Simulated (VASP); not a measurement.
# TeO4 (P4mm) in VASP: single point with PBE

Aim: the single point of TeO4 with PBE.

All numbers are computed with VASP 6.6.1; they aren't measurements. Logs are shortened: lines on timing, memory, paths and dates and some standing lists are left out, and cuts for length are marked.

### 1 The cell of the first run

The structure is tetragonal, space group P4mm (No. 99). The conventional cell has a = 3.873 Å, b = 3.873 Å, c = 3.865 Å, α = 90.00°, β = 90.00°, γ = 90.00°. Within 2.6 Å of Te (site symmetry 4mm) lie 6 O at 1.93 to 1.94 Å. Within 2.6 Å of O (site symmetry 4mm) lie 2 Te at 1.93 Å. O (site symmetry 2mm) has 2 Te at 1.94 Å within 2.6 Å. Within 3.6 Å of O (site symmetry 4mm) lie 12 O at 2.73 to 2.74 Å and 8 Te at 3.34 to 3.36 Å.

The cell was generated, and may not be a known phase.

### 2 Single point, PBE

The input, INCAR:

```
SYSTEM = TeO4
  ALGO = Normal
  EDIFF = 1E-6
  ENCUT = 600
  GGA = PE
  GGA_COMPAT = .FALSE.
  ISIF = 2
  ISMEAR = 0
  LASPH = .TRUE.
  LCHARG = .TRUE.
  LELF = .TRUE.
  LREAL = .FALSE.
  LVHAR = .TRUE.
  LWAVE = .FALSE.
  NBANDS = 23
  NELM = 120
  PREC = Accurate
  SIGMA = 0.2
```

The input, KPOINTS:

```
k-points
0
G
  4 4 3
  0 0 0
```

The input, POSCAR:

```
TeO4
1.0
    3.8734741796      0.0000000000      0.0000000000
    0.0000000000      3.8734741796      0.0000000000
    0.0000000000      0.0000000000      3.8646594874
Te O
1 4
Direct
    0.5000000000      0.5000000000      0.8358746111
    0.5000000000      0.5000000000      0.3364639545
    0.0000000000      0.5000000000      0.8391919324
    0.5000000000      0.0000000000      0.8391919324
    0.0000000000      0.0000000000      0.3409790497
```

Potentials or basis: VASP PAW PBE potentials, release 64 (Te, O).

Run with:

```bash
> cat potpaw_PBE.64/Te/POTCAR potpaw_PBE.64/O/POTCAR > POTCAR
> mpirun -np 1 vasp_std > vasp.out
```

OUTCAR:

```text
SYSTEM = TeO4
   EDIFF = 1E-6
   ENCUT = 600
   GGA = PE
   ISIF = 2
   ISMEAR = 0
   LASPH = .TRUE.
   LREAL = .FALSE.
   NELM = 120
   PREC = Accurate

 ion  position               nearest neighbor table
   1  0.500  0.500  0.836-   2 1.93   2 1.93   3 1.94   4 1.94   4 1.94   3 1.94
   2  0.500  0.500  0.336-   1 1.93   1 1.93
   3  0.000  0.500  0.839-   1 1.94   1 1.94
   4  0.500  0.000  0.839-   1 1.94   1 1.94
   5  0.000  0.000  0.341-

  LATTYP: Found a simple tetragonal cell.
 ALAT       =     3.8734741796
 C/A-ratio  =     0.9977243447

  Lattice vectors:

 A1 = (   3.8734741796,   0.0000000000,   0.0000000000)
 A2 = (   0.0000000000,   3.8734741796,   0.0000000000)
 A3 = (   0.0000000000,   0.0000000000,   3.8646594874)

Analysis of symmetry for initial positions (statically):
=====================================================================
 Subroutine PRICEL returns:
 Original cell was already a primitive cell.

 Routine SETGRP: Setting up the symmetry group for a
 simple tetragonal supercell.

 Subroutine GETGRP returns: Found  8 space group operations
 (whereof  8 operations were pure point group operations)
 out of a pool of 16 trial point group operations.

The static configuration has the point symmetry C_4v.

Analysis of symmetry for dynamics (positions and initial velocities):
=====================================================================
 Subroutine PRICEL returns:
 Original cell was already a primitive cell.

 Routine SETGRP: Setting up the symmetry group for a
 simple tetragonal supercell.

 Subroutine GETGRP returns: Found  8 space group operations
 (whereof  8 operations were pure point group operations)
 out of a pool of 16 trial point group operations.

The dynamic configuration has the point symmetry C_4v.

 Subroutine INISYM returns: Found  8 space group operations
 (whereof  8 operations are pure point group operations),
 and found     1 'primitive' translations

----------------------------------------------------------------------------------------

                                     Primitive cell

  volume of cell :      57.9846

  direct lattice vectors                    reciprocal lattice vectors
     3.873474180  0.000000000  0.000000000     0.258166172  0.000000000  0.000000000
     0.000000000  3.873474180  0.000000000     0.000000000  0.258166172  0.000000000
     0.000000000  0.000000000  3.864659487     0.000000000  0.000000000  0.258755009

  length of vectors
     3.873474180  3.873474180  3.864659487     0.258166172  0.258166172  0.258755009

  position of ions in fractional coordinates (direct lattice)
     0.500000000  0.500000000  0.835874611
     0.500000000  0.500000000  0.336463954
     0.000000000  0.500000000  0.839191932
     0.500000000  0.000000000  0.839191932
     0.000000000  0.000000000  0.340979050

  ion indices of the primitive-cell ions
   primitive index   ion index
                 1           1
                 2           2
                 3           3
                 4           4
                 5           5

----------------------------------------------------------------------------------------

 KPOINTS: k-points

Automatic generation of k-mesh.
 Grid dimensions read from file:
 generate k-points for:    4    4    3

 Generating k-lattice:

  Cartesian coordinates                     Fractional coordinates (reciprocal lattice)
     0.064541543  0.000000000  0.000000000     0.250000000  0.000000000  0.000000000
     0.000000000  0.064541543  0.000000000     0.000000000  0.250000000  0.000000000
     0.000000000  0.000000000  0.086251670     0.000000000  0.000000000  0.333333333

  Length of vectors
     0.064541543  0.064541543  0.086251670

  Shift w.r.t. Gamma in fractional coordinates (k-lattice)
     0.000000000  0.000000000  0.000000000

 Subroutine IBZKPT returns following result:
 ===========================================

 Found     12 irreducible k-points:

 Following reciprocal coordinates:
            Coordinates               Weight
  0.000000  0.000000  0.000000      1.000000
  0.250000  0.000000  0.000000      4.000000
  0.500000  0.000000  0.000000      2.000000
  0.250000  0.250000  0.000000      4.000000
  0.500000  0.250000  0.000000      4.000000
  0.500000  0.500000  0.000000      1.000000
  0.000000  0.000000  0.333333      2.000000
  0.250000  0.000000  0.333333      8.000000
  0.500000  0.000000  0.333333      4.000000
  0.250000  0.250000  0.333333      8.000000
  0.500000  0.250000  0.333333      8.000000
  0.500000  0.500000  0.333333      2.000000
   k-points           NKPTS =     12   k-points in BZ     NKDIM =     12   number of bands    NBANDS=     23
   number of dos      NEDOS =    301   number of ions     NIONS =      5
   total plane-waves  NPLWV =  32768
   dimension x,y,z NGX =    32 NGY =   32 NGZ =   32
   dimension x,y,z NGXF=    64 NGYF=   64 NGZF=   64
   ions per type =               1   4
   NGX,Y,Z   is equivalent  to a cutoff of  13.73, 13.73, 13.77 a.u.
   NGXF,Y,Z  is equivalent  to a cutoff of  27.47, 27.47, 27.53 a.u.
 SYSTEM =  TeO4
   PREC   = accura    normal or accurate (medium, high low for compatibility)
   ISTART =      0    job   : 0-new  1-cont  2-samecut
   ICHARG =      2    charge: 1-file 2-atom 10-const
   ISPIN  =      1    spin polarized calculation?
   LNONCOLLINEAR =      F non collinear calculations
   LSORBIT =      F    spin-orbit coupling
   LASPH  =      T    aspherical Exc in radial PAW
   ENCUT  =  600.0 eV  44.10 Ry    6.64 a.u.   7.74  7.74  7.72*2*pi/ulx,y,z
   NELM   =    120;   NELMIN=  2; NELMDL= -5     # of ELM steps
   EDIFF  = 0.1E-05   stopping-criterion for ELM
   LREAL  =      F    real-space projection
   EDIFFG = 0.1E-04   stopping-criterion for IOM
   NSW    =      0    number of steps for IOM
   IBRION =     -1    ionic relax: 0-MD 1-quasi-New 2-CG
   NFREE  =      0    steps in history (QN), initial steepest desc. (CG)
   ISIF   =      2    stress and relaxation
   ISYM   =      2    0-nonsym 1-usesym 2-fastsym
   POTIM  = 0.5000    time-step for ionic-motion
   TEBEG  =    0.0;   TEEND  =   0.0 temperature during run
   PSTRESS=    0.0 pullay stress
   NELECT =      30.0000    total number of electrons
   NUPDOWN=      -1.0000    fix difference up-down
   EMIN   =  10.00;   EMAX   =-10.00  energy-range for DOS
   EFERMI =   0.00;   METHOD = LEGACY
   ISMEAR =     0;   SIGMA  =   0.20  broadening in eV -4-tet -1-fermi 0-gaus
   EFERMI_NEDOS =   21; number of points for ismear=-14 and -15
   IALGO  =     38    algorithm
   IMIX   =      4    mixing-type and parameters
     AMIX     =   0.40;   BMIX     =  1.00
     AMIX_MAG =   1.60;   BMIX_MAG =  1.00
  volume/ion in A,a.u.               =      11.60        78.26
  Fermi-wavevector in a.u.,A,eV,Ry     =   1.314249  2.483571 23.500677  1.727251
  Thomas-Fermi vector in A             =   2.444515
   LORBIT       =      0    0 simple, 1 ext, 2 COOP (PROOUT), +10 PAW based schemes
   GGA     = PE    functional components
   LHFCALC =     F    Hartree Fock is set to
   AEXX    =    0.0000 exact exchange contribution
   IVDW    =     0    specifies the selected vdW correction
   LEPSILON=     F    determine dielectric tensor
   LRPA    =     F    only Hartree local field effects (RPA)
 non-spin polarized calculation
 Gauss-broadening in eV      SIGMA  =   0.20
  energy-cutoff  :      600.00
  volume of cell :       57.98
 maximum number of plane-waves:      1956
 NGX is ok and might be reduce to    32
   NGX = 15   NGY = 15   NGZ = 15

 number of electron      29.9999992 magnetization

 Free energy of the ion-electron system (eV)
  ---------------------------------------------------
  ext. energy  EPLUGINS =         0.00000000
  ---------------------------------------------------
  free energy    TOTEN  =       -21.24159481 eV

  energy without entropy =      -21.06116474  energy(sigma->0) =      -21.15137977

 E-fermi :   3.9651     XC(G=0): -10.6937

 val. band max:        3.9558729399   @ k =   0.5000   0.2500   0.3333
 cond. band min:       3.9923250558   @ k =   0.5000   0.5000   0.3333
 fundamental gap:      0.0364521159
 Fermi energy:         3.9650520024

 k-point     1 :       0.0000    0.0000    0.0000
  band No.  band energies     occupation
      1     -17.1613      2.00000
      2     -13.1554      2.00000
      3     -13.1177      2.00000
      4     -11.5010      2.00000
      5      -4.5880      2.00000
      6      -4.5218      2.00000
[... 15 lines left out ...]
     22      15.7139      0.00000
     23      15.7187      0.00000

 k-point     2 :       0.2500    0.0000    0.0000
  band No.  band energies     occupation
      1     -16.8374      2.00000
      2     -13.7884      2.00000
      3     -13.1357      2.00000
      4     -11.5263      2.00000
      5      -4.8133      2.00000
      6      -4.4586      2.00000
[... 15 lines left out ...]
     22      15.8272      0.00000
     23      17.1931      0.00000

 k-point     3 :       0.5000    0.0000    0.0000
  band No.  band energies     occupation
      1     -16.3218      2.00000
      2     -14.6258      2.00000
      3     -13.1260      2.00000
      4     -11.5298      2.00000
      5      -5.0259      2.00000
      6      -4.3199      2.00000
[... 15 lines left out ...]
     22      16.8413      0.00000
     23      17.1193      0.00000
[... 183 lines left out ...]
 k-point    11 :       0.5000    0.2500    0.3333
  band No.  band energies     occupation
      1     -15.3836      2.00000
      2     -14.5184      2.00000
      3     -14.1175      2.00000
      4     -11.5876      2.00000
      5      -9.1533      2.00000
      6      -1.7077      2.00000
[... 15 lines left out ...]
     22      18.6518      0.00000
     23      18.9902      0.00000

 k-point    12 :       0.5000    0.5000    0.3333
  band No.  band energies     occupation
      1     -14.7835      2.00000
      2     -14.4878      2.00000
      3     -14.4878      2.00000
      4     -11.5793      2.00000
      5     -10.2596      2.00000
      6      -0.5235      2.00000
[... 15 lines left out ...]
     22      19.3012      0.00000
     23      19.3012      0.00000

------------------------ aborting loop because EDIFF is reached ----------------------------------------

  FORCE on cell =-STRESS in cart. coord.  units (eV):
  Direction    XX          YY          ZZ          XY          YZ          ZX
  --------------------------------------------------------------------------------------
  -------------------------------------------------------------------------------------
  Total       -0.2183495     -0.2183495     -0.2219002      0.0000000     -0.0000000      0.0000000
  in kB       -6.0332340     -6.0332340     -6.1313445      0.0000000     -0.0000000      0.0000000
  external PRESSURE =      -6.0659375 kB  Pullay stress =       0.0000000 kB

 VOLUME and BASIS-vectors are now :
 -----------------------------------------------------------------------------
  energy-cutoff  :      600.00
  volume of cell :       57.98
      direct lattice vectors                 reciprocal lattice vectors
     3.873474180  0.000000000  0.000000000     0.258166172  0.000000000  0.000000000
     0.000000000  3.873474180  0.000000000     0.000000000  0.258166172  0.000000000
     0.000000000  0.000000000  3.864659487     0.000000000  0.000000000  0.258755009

 POSITION                                       TOTAL-FORCE (eV/Angst)
 -----------------------------------------------------------------------------------
      1.93674      1.93674      3.23037        -0.000000      0.000000      0.006680
      1.93674      1.93674      1.30032        -0.000000     -0.000000     -0.000512
      0.00000      1.93674      3.24319        -0.000000      0.000000     -0.001494
      1.93674      0.00000      3.24319        -0.000000     -0.000000     -0.001494
      0.00000      0.00000      1.31777         0.000000     -0.000000     -0.003179
 -----------------------------------------------------------------------------------
    total drift:                                0.000000      0.000000     -0.001061

  FREE ENERGIE OF THE ION-ELECTRON SYSTEM (eV)
  ---------------------------------------------------
  free  energy   TOTEN  =       -21.2415948053 eV

  energy  without entropy=      -21.0611647380  energy(sigma->0) =      -21.15137977
```

Run time: 33 s. Hardware: 1 thread of Intel Xeon 8259CL, shared host; peak memory 0.18 GiB.

Results:

* Free energy: -21.2416 eV
* Pressure: -0.6 GPa
* Largest force: 0.007 eV/Å
* Band gap on the k mesh: zero (bands 15 and 16 overlap by 0.25 eV)

Forces in eV/Å, atoms in the order of the input:
```
Te   0.000  0.000  0.007
O    0.000  0.000 -0.001
O    0.000  0.000 -0.001
O    0.000  0.000 -0.001
O    0.000  0.000 -0.003
```

Caveat: the k points lie up to 0.54 Å⁻¹ apart; spin-orbit coupling is left out, which moves the levels of the heavy elements.

The gap in the log of VASP goes by the Fermi energy; the results here count the filled bands.